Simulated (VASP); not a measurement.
# Ta (Im-3m) in VASP: a series of runs

The runs below take Ta through single point, with PBE0, r2SCAN50.

Program: VASP 6.6.1. These are calculated values, not measurements. Logs are shortened: lines on timing, memory, paths and dates and some standing lists are left out, and cuts for length are marked.

### 1 The cell of the first run

It takes space group Im-3m (No. 229, cubic). Conventional cell: a = 3.258 Å, b = 3.258 Å, c = 3.258 Å, α = 90.00°, β = 90.00°, γ = 90.00°. Within 3.7 Å of Ta (site symmetry m-3m) lie 14 Ta at 2.82 to 3.26 Å.

### 2 Single point, PBE0

The input, POSCAR:

```
Ta
1.0
   -1.6289626696      1.6289626696      1.6289626696
    1.6289626696     -1.6289626696      1.6289626696
    1.6289626696      1.6289626696     -1.6289626696
Ta
1
Direct
    0.0000000000      0.0000000000      0.0000000000
```

The input, INCAR.step1:

```
PREC = Accurate
ENCUT = 400
EDIFF = 1E-5
ISMEAR = -1
SIGMA = 0.05
LREAL = False
LASPH = True
NELM = 120
ALGO = Normal
ISIF = 2
LWAVE = True
GGA = PE
NBANDS = 12
GGA_COMPAT = False
```

The input, INCAR.step2:

```
PREC = Accurate
ENCUT = 400
EDIFF = 1E-6
ISMEAR = -1
SIGMA = 0.05
LREAL = False
LASPH = True
NELM = 120
ALGO = Normal
ISIF = 2
LWAVE = False
LCHARG = True
GGA = PE
LHFCALC = True
AEXX = 0.25
PRECFOCK = Normal
LELF = True
LVHAR = True
ISTART = 1
NBANDS = 12
GGA_COMPAT = False
```

The input, KPOINTS:

```
Automatic mesh
0
Gamma
  6 6 6
```

Potentials or basis: VASP PAW PBE potentials, release 64 (Ta_sv_GW).

Started as:

```sh
$ cat potpaw_PBE.64/Ta_sv_GW/POTCAR > POTCAR
$ cp INCAR.step1 INCAR
$ mpirun -np 1 vasp_std > vasp.out
$ cp INCAR.step2 INCAR
$ mpirun -np 1 vasp_std > vasp.out
```

OUTCAR:

```text
PREC = Accurate
   ENCUT = 400
   EDIFF = 1E-6
   ISMEAR = -1
   LREAL = False
   LASPH = True
   NELM = 120
   ISIF = 2
   GGA = PE
   LHFCALC = True
   AEXX = 0.25
   PRECFOCK = Normal
   ISTART = 1

 ion  position               nearest neighbor table
   1  0.000  0.000  0.000-

  LATTYP: Found a body centered cubic cell.
 ALAT       =     3.2579253392

  Lattice vectors:

 A1 = (  -1.6289626696,   1.6289626696,   1.6289626696)
 A2 = (   1.6289626696,  -1.6289626696,   1.6289626696)
 A3 = (   1.6289626696,   1.6289626696,  -1.6289626696)

Analysis of symmetry for initial positions (statically):
=====================================================================
 Subroutine PRICEL returns:
 Original cell was already a primitive cell.

 Routine SETGRP: Setting up the symmetry group for a
 body centered cubic supercell.

 Subroutine GETGRP returns: Found 48 space group operations
 (whereof 48 operations were pure point group operations)
 out of a pool of 48 trial point group operations.

The static configuration has the point symmetry O_h .

Analysis of symmetry for dynamics (positions and initial velocities):
=====================================================================
 Subroutine PRICEL returns:
 Original cell was already a primitive cell.

 Routine SETGRP: Setting up the symmetry group for a
 body centered cubic supercell.

 Subroutine GETGRP returns: Found 48 space group operations
 (whereof 48 operations were pure point group operations)
 out of a pool of 48 trial point group operations.

The dynamic configuration has the point symmetry O_h .

 Subroutine INISYM returns: Found 48 space group operations
 (whereof 48 operations are pure point group operations),
 and found     1 'primitive' translations

----------------------------------------------------------------------------------------

                                     Primitive cell

  volume of cell :      17.2899

  direct lattice vectors                    reciprocal lattice vectors
    -1.628962670  1.628962670  1.628962670     0.000000000  0.306943805  0.306943805
     1.628962670 -1.628962670  1.628962670     0.306943805  0.000000000  0.306943805
     1.628962670  1.628962670 -1.628962670     0.306943805  0.306943805  0.000000000

  length of vectors
     2.821446107  2.821446107  2.821446107     0.434084092  0.434084092  0.434084092

  position of ions in fractional coordinates (direct lattice)
     0.000000000  0.000000000  0.000000000

  ion indices of the primitive-cell ions
   primitive index   ion index
                 1           1

----------------------------------------------------------------------------------------

 KPOINTS: Automatic mesh

Automatic generation of k-mesh.
 Grid dimensions read from file:
 generate k-points for:    6    6    6

 Generating k-lattice:

  Cartesian coordinates                     Fractional coordinates (reciprocal lattice)
     0.000000000  0.051157301  0.051157301     0.166666667  0.000000000  0.000000000
     0.051157301  0.000000000  0.051157301     0.000000000  0.166666667  0.000000000
     0.051157301  0.051157301  0.000000000     0.000000000  0.000000000  0.166666667

  Length of vectors
     0.072347349  0.072347349  0.072347349

  Shift w.r.t. Gamma in fractional coordinates (k-lattice)
     0.000000000  0.000000000  0.000000000

 Subroutine IBZKPT returns following result:
 ===========================================

 Found     16 irreducible k-points:

 Following reciprocal coordinates:
            Coordinates               Weight
  0.000000  0.000000  0.000000      1.000000
  0.166667  0.000000  0.000000     12.000000
  0.333333  0.000000  0.000000     12.000000
  0.500000  0.000000  0.000000      6.000000
  0.166667  0.166667  0.000000     24.000000
  0.333333  0.166667  0.000000     48.000000
[... 8 lines left out ...]
  0.500000  0.500000  0.333333     12.000000
  0.500000  0.500000  0.500000      1.000000
   k-points           NKPTS =     16   k-points in BZ     NKDIM =    216   number of bands    NBANDS=     12
   number of dos      NEDOS =    301   number of ions     NIONS =      1
   total plane-waves  NPLWV =   5832
   dimension x,y,z NGX =    18 NGY =   18 NGZ =   18
   dimension x,y,z NGXF=    36 NGYF=   36 NGZF=   36
   ions per type =               1
   NGX,Y,Z   is equivalent  to a cutoff of  10.61, 10.61, 10.61 a.u.
   NGXF,Y,Z  is equivalent  to a cutoff of  21.21, 21.21, 21.21 a.u.
 SYSTEM =  unknown system
   PREC   = accura    normal or accurate (medium, high low for compatibility)
   ISTART =      1    job   : 0-new  1-cont  2-samecut
   ICHARG =      0    charge: 1-file 2-atom 10-const
   ISPIN  =      1    spin polarized calculation?
   LNONCOLLINEAR =      F non collinear calculations
   LSORBIT =      F    spin-orbit coupling
   LASPH  =      T    aspherical Exc in radial PAW
   ENCUT  =  400.0 eV  29.40 Ry    5.42 a.u.   4.60  4.60  4.60*2*pi/ulx,y,z
   NELM   =    120;   NELMIN=  2; NELMDL=  0     # of ELM steps
   EDIFF  = 0.1E-05   stopping-criterion for ELM
   LREAL  =      F    real-space projection
   EDIFFG = 0.1E-04   stopping-criterion for IOM
   NSW    =      0    number of steps for IOM
   IBRION =     -1    ionic relax: 0-MD 1-quasi-New 2-CG
   NFREE  =      0    steps in history (QN), initial steepest desc. (CG)
   ISIF   =      2    stress and relaxation
   ISYM   =      3    0-nonsym 1-usesym 2-fastsym
   POTIM  = 0.5000    time-step for ionic-motion
   TEBEG  =    0.0;   TEEND  =   0.0 temperature during run
   PSTRESS=    0.0 pullay stress
   NELECT =      13.0000    total number of electrons
   NUPDOWN=      -1.0000    fix difference up-down
   EMIN   =  10.00;   EMAX   =-10.00  energy-range for DOS
   EFERMI =   0.00;   METHOD = LEGACY
   ISMEAR =    -1;   SIGMA  =   0.05  broadening in eV -4-tet -1-fermi 0-gaus
   EFERMI_NEDOS =   21; number of points for ismear=-14 and -15
   IALGO  =     38    algorithm
   IMIX   =      1    mixing-type and parameters
     AMIX     =   0.40;   BMIX     =  1.00
     AMIX_MAG =   1.60;   BMIX_MAG =  1.00
  volume/ion in A,a.u.               =      17.29       116.68
  Fermi-wavevector in a.u.,A,eV,Ry     =   1.488646  2.813133 30.151428  2.216067
  Thomas-Fermi vector in A             =   2.601655
   LORBIT       =      0    0 simple, 1 ext, 2 COOP (PROOUT), +10 PAW based schemes
   GGA     = PE    functional components
   LHFCALC =     T    Hartree Fock is set to
   PRECFOCK=normal    Normal, Fast or Accurate (Low or Medium for compatibility)
   ENCUT4O =  -1.0   cutoff for four orbital integrals eV
   NKREDX  =     1    reduce k-point grid by
   NKREDY  =     1    reduce k-point grid by
   NKREDZ  =     1    reduce k-point grid by
   AEXX    =    0.2500 exact exchange contribution
   HFSCREEN=    0.0000 screening length (either q_TF or 0.3 A-1)
   HFSCREENC=   0.0000 screening length for correlation (either q_TF or 0.3 A-1)
   ENCUTFOCK=  -1.0 apply spherical cutoff to Coloumb kernel
   IVDW    =     0    specifies the selected vdW correction
   LEPSILON=     F    determine dielectric tensor
   LRPA    =     F    only Hartree local field effects (RPA)
 non-spin polarized calculation
  energy-cutoff  :      400.00
  volume of cell :       17.29
 maximum number of plane-waves:       325
  NGX = 14; NGY = 14; NGZ = 14

 number of electron      12.9999994 magnetization

 Free energy of the ion-electron system (eV)
  ---------------------------------------------------
  ext. energy  EPLUGINS =         0.00000000
  ---------------------------------------------------
  free energy    TOTEN  =       -16.62930339 eV

  energy without entropy =      -16.61748118  energy(sigma->0) =      -16.62339228

 E-fermi :  10.4633     XC(G=0): -10.3920

 val. band max:       10.3841771260   @ k =   0.3333   0.1667   0.0000
 cond. band min:      11.0527579834   @ k =   0.3333   0.0000   0.0000
 fundamental gap:      0.6685808574
 Fermi energy:        10.4632900570

 k-point     1 :       0.0000    0.0000    0.0000
  band No.  band energies     occupation
      1     -60.5884      2.00000
      2     -24.8701      2.00000
      3     -24.8701      2.00000
      4     -24.8701      2.00000
      5       1.2082      2.00000
      6      12.4389      0.00000
      7      12.4389      0.00000
      8      12.4389      0.00000
      9      16.2313      0.00000
     10      16.2313      0.00000
     11      26.9128      0.00000
     12      26.9128      0.00000

 k-point     2 :       0.1667    0.0000    0.0000
  band No.  band energies     occupation
      1     -60.5485      2.00000
      2     -25.2775      2.00000
      3     -24.9912      2.00000
      4     -24.8742      2.00000
      5       2.5659      2.00000
      6      11.4190      0.00000
      7      11.7903      0.00000
      8      13.7594      0.00000
      9      15.3965      0.00000
     10      16.2165      0.00000
     11      27.7975      0.00000
     12      29.1349      0.00000

 k-point     3 :       0.3333    0.0000    0.0000
  band No.  band energies     occupation
      1     -60.4675      2.00000
      2     -26.0327      2.00000
      3     -25.2243      2.00000
      4     -24.8793      2.00000
      5       4.8867      2.00000
      6       9.2311      2.00000
      7      11.0528      0.00002
      8      15.9323      0.00000
      9      16.6343      0.00000
     10      17.3165      0.00000
     11      25.8686      0.00000
     12      27.4353      0.00000
[... 166 lines left out ...]
 k-point    15 :       0.5000    0.5000    0.3333
  band No.  band energies     occupation
      1     -60.3371      2.00000
      2     -26.0136      2.00000
      3     -25.7547      2.00000
      4     -25.6526      2.00000
      5       6.5261      2.00000
      6       6.8226      2.00000
      7      14.7383      0.00000
      8      14.7991      0.00000
      9      19.5428      0.00000
     10      20.8635      0.00000
     11      23.1244      0.00000
     12      24.9956      0.00000

 k-point    16 :       0.5000    0.5000    0.5000
  band No.  band energies     occupation
      1     -60.3060      2.00000
      2     -25.8850      2.00000
      3     -25.8850      2.00000
      4     -25.8850      2.00000
      5       5.7695      2.00000
      6       5.7695      2.00000
      7      19.2857      0.00000
      8      19.2857      0.00000
      9      19.2857      0.00000
     10      20.9700      0.00000
     11      20.9700      0.00000
     12      20.9700      0.00000

------------------------ aborting loop because EDIFF is reached ----------------------------------------

  FORCE on cell =-STRESS in cart. coord.  units (eV):
  Direction    XX          YY          ZZ          XY          YZ          ZX
  --------------------------------------------------------------------------------------
  -------------------------------------------------------------------------------------
  Total        0.9597950      0.9597950      0.9597950      0.0000000      0.0000000     -0.0000000
  in kB       88.9397028     88.9397028     88.9397028      0.0000000      0.0000000     -0.0000000
  external PRESSURE =      88.9397028 kB  Pullay stress =       0.0000000 kB

 VOLUME and BASIS-vectors are now :
 -----------------------------------------------------------------------------
  energy-cutoff  :      400.00
  volume of cell :       17.29
      direct lattice vectors                 reciprocal lattice vectors
    -1.628962670  1.628962670  1.628962670     0.000000000  0.306943805  0.306943805
     1.628962670 -1.628962670  1.628962670     0.306943805  0.000000000  0.306943805
     1.628962670  1.628962670 -1.628962670     0.306943805  0.306943805  0.000000000

 POSITION                                       TOTAL-FORCE (eV/Angst)
 -----------------------------------------------------------------------------------
      0.00000      0.00000      0.00000         0.000000      0.000000     -0.000000
 -----------------------------------------------------------------------------------
    total drift:                                0.000000      0.000000      0.000000

  FREE ENERGIE OF THE ION-ELECTRON SYSTEM (eV)
  ---------------------------------------------------
  free  energy   TOTEN  =       -16.6293033865 eV

  energy  without entropy=      -16.6174811803  energy(sigma->0) =      -16.62339228
```

It took 6.1 min on 1 thread of Intel Xeon 6975P-C (Granite Rapids), shared host; peak memory 0.13 GiB.

Results:

- Free energy: -16.6293 eV
- Pressure: 8.9 GPa
- Band gap on the k mesh: zero (an odd number of electrons rules out a gap without spin polarisation)

Levels at points of the mesh, in eV from the Fermi level:
```
           k point  band 3  band 4  band 5  band 6  band 7  band 8  band 9  band 10
(0.00, 0.00, 0.00)  -35.33  -35.33   -9.26    1.98    1.98    1.98    5.77     5.77
(0.50, 0.00, 0.00)  -35.80  -35.34   -5.27   -1.92    2.29    5.63    6.73     9.91
(0.50, 0.50, 0.50)  -36.35  -36.35   -4.69   -4.69    8.82    8.82    8.82    10.51
```

Caveat: the k points lie up to 0.45 Å⁻¹ apart, too coarse for converged energies and pressures of a metal; the PAW data sets were made with another functional, which shifts forces and pressure a little; spin-orbit coupling is left out, which moves the levels of the heavy elements.

### 3 Single point, r2SCAN50

This run uses another cell than the first one, of 18.73 Å³/atom.

The input, POSCAR:

```
Ta
1.0
   -1.6730098603      1.6730098603      1.6730098603
    1.6730098603     -1.6730098603      1.6730098603
    1.6730098603      1.6730098603     -1.6730098603
Ta
1
Direct
    0.0000000000      0.0000000000      0.0000000000
```

The input, INCAR.step1:

```
PREC = Accurate ; ENCUT = 440
EDIFF = 1E-5 ; ISMEAR = -1
SIGMA = 0.05 ; LREAL = F
LASPH = T ; NELM = 120
ALGO = Normal ; ISIF = 2
LWAVE = T ; LCHARG = F
GGA = PE ; NBANDS = 12
GGA_COMPAT = F
```

The input, INCAR.step2:

```
PREC = Accurate ; ENCUT = 440
EDIFF = 1E-6 ; ISMEAR = -1
SIGMA = 0.05 ; LREAL = F
LASPH = T ; NELM = 120
ALGO = Normal ; ISIF = 2
LWAVE = F ; LCHARG = F
METAGGA = R2SCAN ; LHFCALC = T
AEXX = 0.5 ; LMIXTAU = T
PRECFOCK = Normal ; ISTART = 1
NBANDS = 12 ; GGA_COMPAT = F
```

KPOINTS is that of step 2.

Potentials or basis: VASP PAW PBE potentials, release 64 (Ta_sv_GW).

Started as:

```sh
$ cat potpaw_PBE.64/Ta_sv_GW/POTCAR > POTCAR
$ cp INCAR.step1 INCAR
$ mpirun -np 1 vasp_std > vasp.out
$ cp INCAR.step2 INCAR
$ mpirun -np 1 vasp_std > vasp.out
```

Run time: 24 min. Hardware: 1 thread of AMD EPYC 7R43 (Zen 3), shared host; peak memory 0.09 GiB.

Results (log left out):

```yaml
Free_energy: -38.7567 eV
Pressure: -26.3 GPa
Band_gap_on_the_k_mesh: zero (an odd number of electrons rules out a gap without spin polarisation)
```

Levels at points of the mesh, in eV from the Fermi level:
```
           k point  band 3  band 4  band 5  band 6  band 7  band 8  band 9  band 10
(0.00, 0.00, 0.00)  -38.97  -38.97  -10.87    2.76    2.76    2.76    6.75     6.75
(0.50, 0.00, 0.00)  -39.38  -38.97   -6.12   -2.34    1.70    6.49    7.59    10.45
(0.50, 0.50, 0.50)  -39.85  -39.85   -5.17   -5.17    9.45    9.45    9.45    10.81
```

Caveat: the k points lie up to 0.44 Å⁻¹ apart, too coarse for converged energies and pressures of a metal; the PAW data sets were made with another functional, which shifts forces and pressure a little; spin-orbit coupling is left out, which moves the levels of the heavy elements.

The gap in the log of VASP goes by the Fermi energy; the results here count the filled bands.